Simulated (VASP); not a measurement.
# SnO (P4/nmm) in VASP: notebook

Runs on SnO. Level: LDA. Tasks: single point.

Program: VASP 6.6.1. These are calculated values, not measurements. Logs are shortened: lines on timing, memory, paths and dates and some standing lists are left out, and cuts for length are marked.

## (1) The cell of the first run

The structure is tetragonal, space group P4/nmm (No. 129). The conventional cell has a = 3.578 Å, b = 3.578 Å, c = 5.461 Å, α = 90.00°, β = 90.00°, γ = 90.00°. Sn (site symmetry 4mm) has 4 O at 2.21 Å within 2.9 Å. O (site symmetry -4m2) has 4 Sn at 2.21 Å and 4 O at 2.53 Å within 2.9 Å.

## (2) Single point, LDA

INCAR reads:

```
SYSTEM = SnO
ALGO = Normal ; EDIFF = 1E-6
ENCUT = 520 ; GGA = CA
ISIF = 2 ; ISMEAR = 0
LASPH = .TRUE. ; LCHARG = .FALSE.
LREAL = .FALSE. ; LWAVE = .FALSE.
NBANDS = 28 ; NELM = 80
PREC = Accurate ; SIGMA = 0.03
```

KPOINTS reads:

```
k-points
0
G
  10 10 8
  0 0 0
```

POSCAR reads:

```
SnO
1.0
    3.5778189818      0.0000000000      0.0000000000
    0.0000000000      3.5778189818      0.0000000000
    0.0000000000      0.0000000000      5.4610202828
Sn O
2 2
Direct
    0.0000000000      0.5000000000      0.2385000000
    0.5000000000      0.0000000000      0.7615000000
    0.0000000000      0.0000000000      0.0000000000
    0.5000000000      0.5000000000      0.0000000000
```

Potentials or basis: VASP PAW LDA potentials, release 64 (Sn_d, O).

Command:

```console
$ cat potpaw_LDA.64/Sn_d/POTCAR potpaw_LDA.64/O/POTCAR > POTCAR
$ mpirun -np 1 vasp_std > vasp.out
```

OUTCAR:

```text
SYSTEM = SnO
   EDIFF = 1E-6
   ENCUT = 520
   GGA = CA
   ISIF = 2
   ISMEAR = 0
   LASPH = .TRUE.
   LREAL = .FALSE.
   NELM = 80
   PREC = Accurate

 ion  position               nearest neighbor table
   1  0.000  0.500  0.239-   3 2.21   4 2.21   3 2.21   4 2.21   2 3.63   2 3.63   2 3.63   2 3.63

   2  0.500  0.000  0.761-   3 2.21   4 2.21   4 2.21   3 2.21   1 3.63   1 3.63   1 3.63   1 3.63

   3  0.000  0.000  0.000-   1 2.21   2 2.21   1 2.21   2 2.21
   4  0.500  0.500  0.000-   1 2.21   2 2.21   2 2.21   1 2.21

  LATTYP: Found a simple tetragonal cell.
 ALAT       =     3.5778189818
 C/A-ratio  =     1.5263545502

  Lattice vectors:

 A1 = (   3.5778189818,   0.0000000000,   0.0000000000)
 A2 = (   0.0000000000,   3.5778189818,   0.0000000000)
 A3 = (   0.0000000000,   0.0000000000,   5.4610202828)

Analysis of symmetry for initial positions (statically):
=====================================================================
 Subroutine PRICEL returns:
 Original cell was already a primitive cell.

 Routine SETGRP: Setting up the symmetry group for a
 simple tetragonal supercell.

 Subroutine GETGRP returns: Found 16 space group operations
 (whereof  8 operations were pure point group operations)
 out of a pool of 16 trial point group operations.

The static configuration has the point symmetry D_2d.
 The point group associated with its full space group is D_4h.

Analysis of symmetry for dynamics (positions and initial velocities):
=====================================================================
 Subroutine PRICEL returns:
 Original cell was already a primitive cell.

 Routine SETGRP: Setting up the symmetry group for a
 simple tetragonal supercell.

 Subroutine GETGRP returns: Found 16 space group operations
 (whereof  8 operations were pure point group operations)
 out of a pool of 16 trial point group operations.

The dynamic configuration has the point symmetry D_2d.
 The point group associated with its full space group is D_4h.

 Subroutine INISYM returns: Found 16 space group operations
 (whereof  8 operations are pure point group operations),
 and found     1 'primitive' translations

----------------------------------------------------------------------------------------

                                     Primitive cell

[... 91 lines left out ...]
   LASPH  =      T    aspherical Exc in radial PAW
   ENCUT  =  520.0 eV  38.22 Ry    6.18 a.u.   6.65  6.65 10.15*2*pi/ulx,y,z
   NELM   =     80;   NELMIN=  2; NELMDL= -5     # of ELM steps
   EDIFF  = 0.1E-05   stopping-criterion for ELM
   LREAL  =      F    real-space projection
   EDIFFG = 0.1E-04   stopping-criterion for IOM
   NSW    =      0    number of steps for IOM
   IBRION =     -1    ionic relax: 0-MD 1-quasi-New 2-CG
   NFREE  =      0    steps in history (QN), initial steepest desc. (CG)
   ISIF   =      2    stress and relaxation
   ISYM   =      2    0-nonsym 1-usesym 2-fastsym
   POTIM  = 0.5000    time-step for ionic-motion
   TEBEG  =    0.0;   TEEND  =   0.0 temperature during run
   PSTRESS=    0.0 pullay stress
   NELECT =      40.0000    total number of electrons
   NUPDOWN=      -1.0000    fix difference up-down
   EMIN   =  10.00;   EMAX   =-10.00  energy-range for DOS
   EFERMI =   0.00;   METHOD = LEGACY
   ISMEAR =     0;   SIGMA  =   0.03  broadening in eV -4-tet -1-fermi 0-gaus
   EFERMI_NEDOS =   21; number of points for ismear=-14 and -15
   IALGO  =     38    algorithm
   IMIX   =      4    mixing-type and parameters
     AMIX     =   0.40;   BMIX     =  1.00
     AMIX_MAG =   1.60;   BMIX_MAG =  1.00
  volume/ion in A,a.u.               =      17.48       117.94
  Fermi-wavevector in a.u.,A,eV,Ry     =   1.359121  2.568365 25.132801  1.847209
  Thomas-Fermi vector in A             =   2.485896
   LORBIT       =      0    0 simple, 1 ext, 2 COOP (PROOUT), +10 PAW based schemes
   GGA     = CA    functional components
   LHFCALC =     F    Hartree Fock is set to
   AEXX    =    0.0000 exact exchange contribution
   IVDW    =     0    specifies the selected vdW correction
   LEPSILON=     F    determine dielectric tensor
   LRPA    =     F    only Hartree local field effects (RPA)
 non-spin polarized calculation
 Gauss-broadening in eV      SIGMA  =   0.03
  energy-cutoff  :      520.00
  volume of cell :       69.91
 maximum number of plane-waves:      1924
 NGX is ok and might be reduce to    28

 number of electron      40.0000009 magnetization

 Free energy of the ion-electron system (eV)
  ---------------------------------------------------
  ext. energy  EPLUGINS =         0.00000000
  ---------------------------------------------------
  free energy    TOTEN  =       -25.28621862 eV

  energy without entropy =      -25.28614703  energy(sigma->0) =      -25.28618282

 E-fermi :   6.9434     XC(G=0): -10.6526

 val. band max:        6.9294170559   @ k =   0.1000   0.0000   0.0000
 cond. band min:       6.9868327515   @ k =   0.0000   0.0000   0.0000
 fundamental gap:      0.0574156956
 Fermi energy:         6.9434371774

 k-point     1 :       0.0000    0.0000    0.0000
  band No.  band energies     occupation
      1     -14.9437      2.00000
      2     -14.6408      2.00000
      3     -14.5248      2.00000
      4     -14.5248      2.00000
      5     -14.5131      2.00000
      6     -14.4851      2.00000
[... 733 lines left out ...]
     27      14.4793      0.00000
     28      17.3572      0.00000

 [... further k-points ...]

------------------------ aborting loop because EDIFF is reached ----------------------------------------

  FORCE on cell =-STRESS in cart. coord.  units (eV):
  Direction    XX          YY          ZZ          XY          YZ          ZX
  --------------------------------------------------------------------------------------
  -------------------------------------------------------------------------------------
  Total        2.3831617      2.3831617     -5.2241831      0.0000000      0.0000000      0.0000000
  in kB       54.6202375     54.6202375   -119.7342654      0.0000000      0.0000000      0.0000000
  external PRESSURE =      -3.4979301 kB  Pullay stress =       0.0000000 kB

 VOLUME and BASIS-vectors are now :
 -----------------------------------------------------------------------------
  energy-cutoff  :      520.00
  volume of cell :       69.91
      direct lattice vectors                 reciprocal lattice vectors
     3.577818982  0.000000000  0.000000000     0.279499887  0.000000000  0.000000000
     0.000000000  3.577818982  0.000000000     0.000000000  0.279499887  0.000000000
     0.000000000  0.000000000  5.461020283     0.000000000  0.000000000  0.183115965

 POSITION                                       TOTAL-FORCE (eV/Angst)
 -----------------------------------------------------------------------------------
      0.00000      1.78891      1.30245         0.000000     -0.000000     -1.681751
      1.78891      0.00000      4.15857        -0.000000      0.000000      1.681751
      0.00000      0.00000      0.00000        -0.000000      0.000000      0.000000
      1.78891      1.78891      0.00000         0.000000     -0.000000      0.000000
 -----------------------------------------------------------------------------------
    total drift:                                0.000000      0.000000      0.000000

  FREE ENERGIE OF THE ION-ELECTRON SYSTEM (eV)
  ---------------------------------------------------
  free  energy   TOTEN  =       -25.2862186162 eV

  energy  without entropy=      -25.2861470254  energy(sigma->0) =      -25.28618282
```

OSZICAR:

```text
N       E                     dE             d eps       ncg     rms          rms(c)
DAV:   1     0.418873807959E+03    0.41887E+03   -0.19984E+04  6068   0.219E+03
DAV:   2     0.350952815818E+02   -0.38378E+03   -0.36840E+03  6116   0.543E+02
DAV:   3    -0.263620301140E+02   -0.61457E+02   -0.60185E+02  6772   0.182E+02
DAV:   4    -0.292384715893E+02   -0.28764E+01   -0.28618E+01  6728   0.423E+01
DAV:   5    -0.293089080518E+02   -0.70436E-01   -0.70429E-01  6488   0.715E+00    0.117E+01
DAV:   6    -0.253740864259E+02    0.39348E+01   -0.16420E+01  9548   0.476E+01    0.501E+00
DAV:   7    -0.253558856216E+02    0.18201E-01   -0.21869E+00  6792   0.874E+00    0.252E+00
DAV:   8    -0.253007552724E+02    0.55130E-01   -0.32370E-01  7020   0.368E+00    0.764E-01
DAV:   9    -0.252858193233E+02    0.14936E-01   -0.42644E-02  9196   0.228E+00    0.187E-01
DAV:  10    -0.252866467212E+02   -0.82740E-03   -0.69441E-03  7908   0.763E-01    0.140E-01
DAV:  11    -0.252862015358E+02    0.44519E-03   -0.16572E-03  8952   0.393E-01    0.228E-02
DAV:  12    -0.252862245722E+02   -0.23036E-04   -0.27807E-04  6148   0.944E-02    0.238E-02
DAV:  13    -0.252862195189E+02    0.50534E-05   -0.11851E-05  6852   0.267E-02    0.108E-02
DAV:  14    -0.252862186162E+02    0.90264E-06   -0.41147E-06  5212   0.139E-02
   1 F= -.25286219E+02 E0= -.25286183E+02  d E =-.715909E-04
```

Run time: 69 s. Hardware: 1 thread of AMD EPYC 9R45 (Zen 5), shared host; peak memory 0.24 GiB.

What came out:

- Free energy: -25.2862 eV
- Pressure: -0.3 GPa
- Largest force: 1.682 eV/Å
- Band gap on the k mesh: zero (bands 20 and 21 overlap by 0.15 eV)

Forces on the atoms (eV/Å):
```
Sn   0.000  0.000 -1.682
Sn   0.000  0.000  1.682
O    0.000  0.000  0.000
O    0.000  0.000  0.000
```

Stress tensor (GPa, compression positive):
```
  5.46   0.00   0.00
  0.00   5.46   0.00
  0.00   0.00 -11.97
```

Levels at points of the mesh, in eV from the Fermi level:
| k point | band 17 | band 18 | band 19 | band 20 | band 21 | band 22 | band 23 | band 24 |
| --- | --- | --- | --- | --- | --- | --- | --- | --- |
| (0.00, 0.00, 0.00) | -3.44 | -2.30 | -2.30 | 0.04 | 2.67 | 4.14 | 5.09 | 5.09 |
| (0.50, 0.00, 0.00) | -4.31 | -4.31 | -3.06 | -3.06 | 2.36 | 2.36 | 6.37 | 6.37 |
| (0.50, 0.50, 0.00) | -2.18 | -2.18 | -1.63 | -1.63 | -0.11 | -0.11 | 3.70 | 3.70 |
| (0.00, 0.00, 0.50) | -3.46 | -3.31 | -2.31 | -2.31 | 2.98 | 3.44 | 3.44 | 4.92 |
| (0.50, 0.00, 0.50) | -4.29 | -4.29 | -2.15 | -2.15 | 1.53 | 1.53 | 6.11 | 6.11 |
| (0.50, 0.50, 0.50) | -2.62 | -2.62 | -1.63 | -1.63 | 1.94 | 1.94 | 2.81 | 2.81 |

Caveat: semilocal functionals underestimate gaps, so a narrow gap can read as zero; spin-orbit coupling is left out, which moves the levels of the heavy elements; forces of over 1 eV/Å act on the atoms, so gaps and moduli don't describe the material at rest.

## (3) Single point, LDA

This run uses another cell than the first one, of the same volume but with other edges.

INCAR reads:

```
SYSTEM = SnO
PREC     = Accurate       ! precision mode
ENCUT    = 520            ! plane-wave cutoff, eV
EDIFF    = 1E-6           ! SCF threshold, eV
ISMEAR   = 0              ! smearing method
SIGMA    = 0.03           ! smearing width, eV
LREAL    = .FALSE.        ! projectors in reciprocal space
LASPH    = .TRUE.         ! aspherical terms in the spheres
NELM     = 100            ! most SCF steps
ALGO     = Normal         ! electronic algorithm
ISIF     = 2              ! what is computed and relaxed
LWAVE    = .FALSE.        ! write WAVECAR
LCHARG   = .FALSE.        ! write CHGCAR
GGA      = CA             ! functional
NBANDS   = 28             ! bands
```

KPOINTS reads:

```
Automatic mesh
0
G
  10 10 8
  0 0 0
```

POSCAR reads:

```
SnO
1.0
    3.6831088220      0.0000000000      0.0000000000
    0.0000000000      3.6831088220      0.0000000000
    0.0000000000      0.0000000000      5.1532524170
Sn O
2 2
Direct
    0.0000000000      0.5000000000      0.2385000000
    0.5000000000      0.0000000000      0.7615000000
    0.0000000000      0.0000000000      0.0000000000
    0.5000000000      0.5000000000      0.0000000000
```

Potentials or basis: VASP PAW LDA potentials, release 64 (Sn_d, O).

Command:

```console
$ cat potpaw_LDA.64/Sn_d/POTCAR potpaw_LDA.64/O/POTCAR > POTCAR
$ mpirun -np 1 vasp_std > vasp.out
```

Wall time 65 s (1 thread of AMD EPYC 9R45 (Zen 5), shared host); peak memory 0.24 GiB.

It converged, with:

| Property | Result |
| --- | --- |
| Free energy | -25.6046 eV |
| Pressure | -1.3 GPa |
| Largest force | 0.792 eV/Å |
| Band gap on the k mesh | zero (bands 20 and 21 overlap by 0.23 eV) |

Forces in eV/Å, atoms in the order of the input:
```
Sn   0.000  0.000 -0.792
Sn   0.000  0.000  0.792
O    0.000  0.000  0.000
O    0.000  0.000  0.000
```

Stress tensor (GPa, compression positive):
```
 1.42  0.00  0.00
 0.00  1.42  0.00
 0.00  0.00 -6.64
```

Levels at points of the mesh, in eV from the Fermi level:
```
           k point  band 18  band 19  band 20  band 21  band 22  band 23
(0.00, 0.00, 0.00)    -2.96    -2.96     0.05     2.23     3.83     4.70
(0.50, 0.00, 0.00)    -4.81    -3.09    -3.09     2.62     2.62     5.94
(0.50, 0.50, 0.00)    -2.30    -2.24    -2.24    -0.18    -0.18     3.81
(0.00, 0.00, 0.50)    -2.98    -2.98    -2.97     2.08     2.99     2.99
(0.50, 0.00, 0.50)    -4.79    -2.13    -2.13     1.94     1.94     5.57
(0.50, 0.50, 0.50)    -2.83    -2.30    -2.30     1.95     1.95     3.27
```

Caveat: semilocal functionals underestimate gaps, so a narrow gap can read as zero; spin-orbit coupling is left out, which moves the levels of the heavy elements.

## (4) Single point, LDA

This run uses another cell than the first one, of the same volume but with other edges.

INCAR reads:

```
  PREC = Accurate
  ENCUT = 520
  EDIFF = 1E-7
  ISMEAR = 0
  SIGMA = 0.03
  LREAL = False
  LASPH = True
  NELM = 60
  ALGO = Normal
  ISIF = 2
  LWAVE = False
  LCHARG = True
  GGA = CA
  LELF = True
  LVHAR = True
  NBANDS = 28
```

KPOINTS reads:

```
regular mesh
0
Gamma
  10 10 8
```

POSCAR reads:

```
SnO
1.0
    4.0136466639      0.0000000000      0.0000000000
    0.0000000000      4.0136466639      0.0000000000
    0.0000000000      0.0000000000      4.3394255593
Sn O
2 2
Direct
    0.0000000000      0.5000000000      0.2385000000
    0.5000000000      0.0000000000      0.7615000000
    0.0000000000      0.0000000000      0.0000000000
    0.5000000000      0.5000000000      0.0000000000
```

Command:

```console
$ cat potpaw_LDA.64/Sn_d/POTCAR potpaw_LDA.64/O/POTCAR > POTCAR
$ mpirun -np 1 vasp_std > vasp.out
```

Wall time 61 s (1 thread of AMD EPYC 9R45 (Zen 5), shared host); peak memory 0.24 GiB.

It converged, with:

| Property | Result |
| --- | --- |
| Free energy | -25.4511 eV |
| Pressure | -5.2 GPa |
| Largest force | 0.260 eV/Å |
| Band gap on the k mesh | 0.70 eV (least direct gap 1.51 eV) |

Forces in eV/Å, atoms in the order of the input:
```
Sn   0.000  0.000  0.260
Sn   0.000  0.000 -0.260
O    0.000  0.000  0.000
O    0.000  0.000  0.000
```

Stress tensor (GPa, compression positive):
```
-8.43  0.00  0.00
 0.00 -8.43  0.00
 0.00  0.00  1.32
```

Levels at points of the mesh, in eV from the valence-band top:
```csv
k point,band 17,band 18,band 19,band 20,band 21,band 22,band 23,band 24
"(0.00, 0.00, 0.00)",-2.92,-2.92,-2.63,-0.37,2.31,4.97,4.97,5.45
"(0.50, 0.00, 0.00)",-3.89,-3.89,-1.66,-1.66,3.88,3.88,6.04,6.04
"(0.50, 0.50, 0.00)",-2.20,-2.20,-0.90,-0.90,0.70,0.70,5.78,5.78
"(0.00, 0.00, 0.50)",-2.92,-2.83,-2.48,-0.65,1.09,3.08,3.09,3.09
"(0.50, 0.00, 0.50)",-4.33,-4.33,-0.80,-0.80,3.18,3.18,5.37,5.37
"(0.50, 0.50, 0.50)",-2.22,-2.22,-2.20,-2.20,3.44,3.44,4.98,4.98
```

Caveat: the cell stands under tension; spin-orbit coupling is left out, which moves the levels of the heavy elements.

(Part 1 of 2 ends here.)
